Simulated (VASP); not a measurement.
# Rb (P6_3/mmc) in VASP: a series of runs

Rb is run at these levels: PBE; tasks: single point, relaxation of cell and atoms.

Everything below comes from runs of VASP 6.6.1. Logs are shortened: lines on timing, memory, paths and dates and some standing lists are left out, and cuts for length are marked.

## (1) The cell of the first run

Symmetry: P6_3/mmc, No. 194, hexagonal system. Conventional cell: a = 5.023 Å, b = 5.023 Å, c = 8.347 Å, α = 90.00°, β = 90.00°, γ = 120.00°.

## (2) Single point, PBE

INCAR

```
  PREC = Accurate
  ENCUT = 520
  EDIFF = 1E-6
  ISMEAR = 0
  SIGMA = 0.1
  LREAL = False
  LASPH = True
  NELM = 100
  ALGO = Normal
  ISIF = 2
  LWAVE = False
  LCHARG = False
  GGA = PE
  NBANDS = 16
```

KPOINTS

```
regular mesh
0
Gamma
  9 9 6
```

POSCAR

```
Rb
1.0
    5.0230769886      0.0000000000      0.0000000000
   -2.5115384943      4.3501122773      0.0000000000
    0.0000000000      0.0000000000      8.3468321259
Rb
2
Direct
    0.3333333333      0.6666666667      0.2500000000
    0.6666666667      0.3333333333      0.7500000000
```

Potentials or basis: VASP PAW PBE potentials, release 64 (Rb_sv).

Started as:

```console
> cat potpaw_PBE.64/Rb_sv/POTCAR > POTCAR
> mpirun -np 1 vasp_std > vasp.out
```

OUTCAR:

```text
PREC = Accurate
   ENCUT = 520
   EDIFF = 1E-6
   ISMEAR = 0
   LREAL = False
   LASPH = True
   NELM = 100
   ISIF = 2
   GGA = PE

 ion  position               nearest neighbor table
   1  0.333  0.667  0.250-   2 5.08   2 5.08   2 5.08   2 5.08   2 5.08   2 5.08
   2  0.667  0.333  0.750-   1 5.08   1 5.08   1 5.08   1 5.08   1 5.08   1 5.08

  LATTYP: Found a hexagonal cell.
 ALAT       =     5.0230769886
 C/A-ratio  =     1.6616970325

  Lattice vectors:

 A1 = (   5.0230769886,   0.0000000000,   0.0000000000)
 A2 = (  -2.5115384943,   4.3501122773,   0.0000000000)
 A3 = (   0.0000000000,   0.0000000000,   8.3468321259)

Analysis of symmetry for initial positions (statically):
=====================================================================
 Subroutine PRICEL returns:
 Original cell was already a primitive cell.

 Routine SETGRP: Setting up the symmetry group for a
 hexagonal supercell.

 Subroutine GETGRP returns: Found 24 space group operations
 (whereof 12 operations were pure point group operations)
 out of a pool of 24 trial point group operations.

The static configuration has the point symmetry D_3d.
 The point group associated with its full space group is D_6h.

Analysis of symmetry for dynamics (positions and initial velocities):
=====================================================================
 Subroutine PRICEL returns:
 Original cell was already a primitive cell.

 Routine SETGRP: Setting up the symmetry group for a
 hexagonal supercell.

 Subroutine GETGRP returns: Found 24 space group operations
 (whereof 12 operations were pure point group operations)
 out of a pool of 24 trial point group operations.

The dynamic configuration has the point symmetry D_3d.
 The point group associated with its full space group is D_6h.

 Subroutine INISYM returns: Found 24 space group operations
 (whereof 12 operations are pure point group operations),
 and found     1 'primitive' translations

----------------------------------------------------------------------------------------

                                     Primitive cell

  volume of cell :     182.3862

  direct lattice vectors                    reciprocal lattice vectors
     5.023076989  0.000000000  0.000000000     0.199081161  0.114939562  0.000000000
    -2.511538494  4.350112277  0.000000000     0.000000000  0.229879124  0.000000000
     0.000000000  0.000000000  8.346832126     0.000000000  0.000000000  0.119805932

  length of vectors
     5.023076989  5.023076989  8.346832126     0.229879124  0.229879124  0.119805932

  position of ions in fractional coordinates (direct lattice)
     0.333333333  0.666666667  0.250000000
     0.666666667  0.333333333  0.750000000

  ion indices of the primitive-cell ions
   primitive index   ion index
                 1           1
                 2           2

----------------------------------------------------------------------------------------

 KPOINTS: regular mesh

Automatic generation of k-mesh.
 Grid dimensions read from file:
 generate k-points for:    9    9    6

 Generating k-lattice:

  Cartesian coordinates                     Fractional coordinates (reciprocal lattice)
     0.022120129  0.012771062  0.000000000     0.111111111  0.000000000  0.000000000
     0.000000000  0.025542125  0.000000000     0.000000000  0.111111111  0.000000000
     0.000000000  0.000000000  0.019967655     0.000000000  0.000000000  0.166666667

  Length of vectors
     0.025542125  0.025542125  0.019967655

  Shift w.r.t. Gamma in fractional coordinates (k-lattice)
     0.000000000  0.000000000  0.000000000

 Subroutine IBZKPT returns following result:
 ===========================================

 Found     48 irreducible k-points:

 Following reciprocal coordinates:
            Coordinates               Weight
  0.000000  0.000000  0.000000      1.000000
  0.111111 -0.000000  0.000000      6.000000
  0.222222 -0.000000  0.000000      6.000000
  0.333333 -0.000000  0.000000      6.000000
  0.444444 -0.000000  0.000000      6.000000
  0.111111  0.111111  0.000000      6.000000
[... 16 lines left out ...]
  0.333333  0.222222  0.166667     24.000000
  0.333333  0.333333  0.166667      4.000000
 [... further k-points ...]
   k-points           NKPTS =     48   k-points in BZ     NKDIM =     48   number of bands    NBANDS=     16
   number of dos      NEDOS =    301   number of ions     NIONS =      2
   total plane-waves  NPLWV = 102400
   dimension x,y,z NGX =    40 NGY =   40 NGZ =   64
   dimension x,y,z NGXF=    80 NGYF=   80 NGZF=  128
   ions per type =               2
   NGX,Y,Z   is equivalent  to a cutoff of  13.24, 13.24, 12.75 a.u.
   NGXF,Y,Z  is equivalent  to a cutoff of  26.48, 26.48, 25.49 a.u.
 SYSTEM =  unknown system
   PREC   = accura    normal or accurate (medium, high low for compatibility)
   ISTART =      0    job   : 0-new  1-cont  2-samecut
   ICHARG =      2    charge: 1-file 2-atom 10-const
   ISPIN  =      1    spin polarized calculation?
   LNONCOLLINEAR =      F non collinear calculations
   LSORBIT =      F    spin-orbit coupling
   LASPH  =      T    aspherical Exc in radial PAW
   ENCUT  =  520.0 eV  38.22 Ry    6.18 a.u.   9.34  9.34 15.52*2*pi/ulx,y,z
   NELM   =    100;   NELMIN=  2; NELMDL= -5     # of ELM steps
   EDIFF  = 0.1E-05   stopping-criterion for ELM
   LREAL  =      F    real-space projection
   EDIFFG = 0.1E-04   stopping-criterion for IOM
   NSW    =      0    number of steps for IOM
   IBRION =     -1    ionic relax: 0-MD 1-quasi-New 2-CG
   NFREE  =      0    steps in history (QN), initial steepest desc. (CG)
   ISIF   =      2    stress and relaxation
   ISYM   =      2    0-nonsym 1-usesym 2-fastsym
   POTIM  = 0.5000    time-step for ionic-motion
   TEBEG  =    0.0;   TEEND  =   0.0 temperature during run
   PSTRESS=    0.0 pullay stress
   NELECT =      18.0000    total number of electrons
   NUPDOWN=      -1.0000    fix difference up-down
   EMIN   =  10.00;   EMAX   =-10.00  energy-range for DOS
   EFERMI =   0.00;   METHOD = LEGACY
   ISMEAR =     0;   SIGMA  =   0.10  broadening in eV -4-tet -1-fermi 0-gaus
   EFERMI_NEDOS =   21; number of points for ismear=-14 and -15
   IALGO  =     38    algorithm
   IMIX   =      4    mixing-type and parameters
     AMIX     =   0.40;   BMIX     =  1.00
     AMIX_MAG =   1.60;   BMIX_MAG =  1.00
  volume/ion in A,a.u.               =      91.19       615.40
  Fermi-wavevector in a.u.,A,eV,Ry     =   0.756545  1.429664  7.787444  0.572361
  Thomas-Fermi vector in A             =   1.854690
   LORBIT       =      0    0 simple, 1 ext, 2 COOP (PROOUT), +10 PAW based schemes
   GGA     = PE    functional components
   LHFCALC =     F    Hartree Fock is set to
   AEXX    =    0.0000 exact exchange contribution
   IVDW    =     0    specifies the selected vdW correction
   LEPSILON=     F    determine dielectric tensor
   LRPA    =     F    only Hartree local field effects (RPA)
 non-spin polarized calculation
 Gauss-broadening in eV      SIGMA  =   0.10
  energy-cutoff  :      520.00
  volume of cell :      182.39
 maximum number of plane-waves:      4951
 NGX is ok and might be reduce to    40
   NGX = 19   NGY = 19   NGZ = 31

 number of electron      18.0000000 magnetization

 Free energy of the ion-electron system (eV)
  ---------------------------------------------------
  ext. energy  EPLUGINS =         0.00000000
  ---------------------------------------------------
  free energy    TOTEN  =        -1.87840125 eV

  energy without entropy =       -1.86818646  energy(sigma->0) =       -1.87329386

 E-fermi :   0.0216     XC(G=0):  -5.4603

 val. band max:        0.0143469847   @ k =   0.1111   0.1111   0.1667
 cond. band min:       0.0244011350   @ k =   0.3333   0.1111   0.5000
 fundamental gap:      0.0100541503
 Fermi energy:         0.0215801703

 k-point     1 :       0.0000    0.0000    0.0000
  band No.  band energies     occupation
      1     -28.8913      2.00000
      2     -28.8879      2.00000
      3     -13.0250      2.00000
      4     -12.9462      2.00000
      5     -12.9462      2.00000
      6     -12.9356      2.00000
[... 8 lines left out ...]
     15       3.8917      0.00000
     16       3.8917      0.00000

 k-point     2 :       0.1111   -0.0000    0.0000
  band No.  band energies     occupation
      1     -28.8909      2.00000
      2     -28.8877      2.00000
      3     -13.0214      2.00000
      4     -12.9550      2.00000
      5     -12.9489      2.00000
      6     -12.9436      2.00000
[... 8 lines left out ...]
     15       3.7332      0.00000
     16       4.0226      0.00000

 k-point     3 :       0.2222   -0.0000    0.0000
  band No.  band energies     occupation
      1     -28.8898      2.00000
      2     -28.8871      2.00000
      3     -13.0114      2.00000
      4     -12.9775      2.00000
      5     -12.9662      2.00000
      6     -12.9556      2.00000
[... 8 lines left out ...]
     15       3.8379      0.00000
     16       3.8675      0.00000

 k-point     4 :       0.3333   -0.0000    0.0000
  band No.  band energies     occupation
      1     -28.8886      2.00000
      2     -28.8866      2.00000
      3     -13.0032      2.00000
      4     -12.9981      2.00000
      5     -12.9910      2.00000
      6     -12.9629      2.00000
[... 8 lines left out ...]
     15       3.5951      0.00000
     16       4.1883      0.00000
[... 324 lines left out ...]
 k-point    22 :       0.2222    0.2222    0.1667
  band No.  band energies     occupation
      1     -28.8878      2.00000
      2     -28.8865      2.00000
      3     -13.0052      2.00000
      4     -13.0026      2.00000
      5     -12.9816      2.00000
      6     -12.9726      2.00000
[... 8 lines left out ...]
     15       2.6604      0.00000
     16       3.9925      0.00000

 k-point    23 :       0.3333    0.2222    0.1667
  band No.  band energies     occupation
      1     -28.8870      2.00000
      2     -28.8864      2.00000
      3     -13.0123      2.00000
      4     -13.0038      2.00000
      5     -12.9857      2.00000
      6     -12.9735      2.00000
[... 8 lines left out ...]
     15       2.6687      0.00000
     16       3.6570      0.00000

 k-point    24 :       0.3333    0.3333    0.1667
  band No.  band energies     occupation
      1     -28.8866      2.00000
      2     -28.8866      2.00000
      3     -13.0038      2.00000
      4     -12.9984      2.00000
      5     -12.9984      2.00000
      6     -12.9817      2.00000
[... 8 lines left out ...]
     15       2.8493      0.00000
     16       3.7796      0.00000

 [... further k-points ...]

------------------------ aborting loop because EDIFF is reached ----------------------------------------

  FORCE on cell =-STRESS in cart. coord.  units (eV):
  Direction    XX          YY          ZZ          XY          YZ          ZX
  --------------------------------------------------------------------------------------
  -------------------------------------------------------------------------------------
  Total        0.0040414      0.0040414      0.0044414      0.0000000      0.0000000      0.0000000
  in kB        0.0355015      0.0355015      0.0390156      0.0000000      0.0000000      0.0000000
  external PRESSURE =       0.0366729 kB  Pullay stress =       0.0000000 kB

 VOLUME and BASIS-vectors are now :
 -----------------------------------------------------------------------------
  energy-cutoff  :      520.00
  volume of cell :      182.39
      direct lattice vectors                 reciprocal lattice vectors
     5.023076989  0.000000000  0.000000000     0.199081161  0.114939562  0.000000000
    -2.511538494  4.350112277  0.000000000     0.000000000  0.229879124  0.000000000
     0.000000000  0.000000000  8.346832126     0.000000000  0.000000000  0.119805932

 POSITION                                       TOTAL-FORCE (eV/Angst)
 -----------------------------------------------------------------------------------
     -0.00000      2.90007      2.08671         0.000000      0.000000      0.000000
      2.51154      1.45004      6.26012        -0.000000     -0.000000     -0.000000
 -----------------------------------------------------------------------------------
    total drift:                               -0.000000      0.000000     -0.000000

  FREE ENERGIE OF THE ION-ELECTRON SYSTEM (eV)
  ---------------------------------------------------
  free  energy   TOTEN  =        -1.8784012516 eV

  energy  without entropy=       -1.8681864625  energy(sigma->0) =       -1.87329386
```

Run time: 87 s. Hardware: 1 thread of AMD EPYC 7R43 (Zen 3), shared host; peak memory 0.32 GiB.

Results:

* Free energy: -1.8784 eV
* Pressure: 0.0 GPa
* Band gap on the k mesh: zero (band 9 reaches 1.08 eV, above the bottom of band 10 at -1.31 eV)

## (3) Relaxation of cell and atoms, PBE

This run uses another cell than the first one, of 94.64 Å³/atom, 1.038 times its volume.

INCAR

```
SYSTEM = Rb
ALGO = Normal ; EDIFF = 1E-6
EDIFFG = -0.01 ; ENCUT = 600
GGA = PE ; IBRION = 2
ISIF = 3 ; ISMEAR = 0
LASPH = .TRUE. ; LCHARG = .FALSE.
LREAL = .FALSE. ; LWAVE = .FALSE.
NELM = 100 ; NSW = 100
PREC = Accurate ; SIGMA = 0.1
```

KPOINTS

```
k-points
0
G
  9 9 6
  0 0 0
```

POSCAR

```
Rb
1.0
    5.0882069760      0.0000000000      0.0000000000
   -2.5441034880      4.4065165009      0.0000000000
    0.0000000000      0.0000000000      8.4420579800
Rb
2
Direct
    0.3333333300      0.6666666700      0.2500000000
    0.6666666700      0.3333333300      0.7500000000
```

Potentials or basis: VASP PAW PBE potentials, release 64 (Rb_sv).

Started as:

```console
> cat potpaw_PBE.64/Rb_sv/POTCAR > POTCAR
> mpirun -np 1 vasp_std > vasp.out
```

It took 3.8 min on 1 thread of AMD EPYC 7R43 (Zen 3), shared host; peak memory 0.39 GiB.

It converged, with:

* Free energy: -1.8783 eV
* Relaxed volume: 91.77 Å³/atom
* Relaxed cell: a = 5.035 Å, b = 5.035 Å, c = 8.360 Å, α = 90.00°, β = 90.00°, γ = 120.00°
* Space group after relaxing (to 0.05 Å): P6_3/mmc (No. 194)
* Energy gained by relaxing: 1.0 meV/atom
* Ionic steps: 3
* Pressure after relaxing: 0.0 GPa
* Band gap on the k mesh: zero (band 9 reaches 1.06 eV, above the bottom of band 10 at -1.32 eV)

The path:
| step | energy change (eV) | largest force (eV/Å) | pressure (GPa) | volume (Å³) |
| --- | --- | --- | --- | --- |
| 1 | 0.0000 | 0.0000 | -0.09 | 189.28 |
| 2 | -0.0007 | 0.0000 | -0.08 | 187.83 |
| 3 | -0.0019 | 0.0000 | -0.01 | 183.53 |

Final structure:
```cif
data_structure
_symmetry_space_group_name_H-M 'P 1'
_symmetry_Int_Tables_number 1
_cell_length_a 5.0348
_cell_length_b 5.0348
_cell_length_c 8.3602
_cell_angle_alpha 90.000
_cell_angle_beta 90.000
_cell_angle_gamma 120.000
_cell_volume 183.53
loop_
_atom_site_label
_atom_site_type_symbol
_atom_site_fract_x
_atom_site_fract_y
_atom_site_fract_z
_atom_site_occupancy
Rb1 Rb 0.33333 0.66667 0.25000 1
Rb2 Rb 0.66667 0.33333 0.75000 1
```

Levels at points of the mesh, in eV from the Fermi level:
| k point | band 6 | band 7 | band 8 | band 9 | band 10 | band 11 | band 12 | band 13 |
| --- | --- | --- | --- | --- | --- | --- | --- | --- |
| (0.00, 0.00, 0.00) | -12.96 | -12.96 | -12.96 | -1.98 | 0.08 | 0.59 | 3.45 | 3.48 |
| (0.00, 0.00, 0.50) | -12.97 | -12.97 | -12.97 | -1.33 | -1.33 | 2.23 | 2.23 | 3.52 |
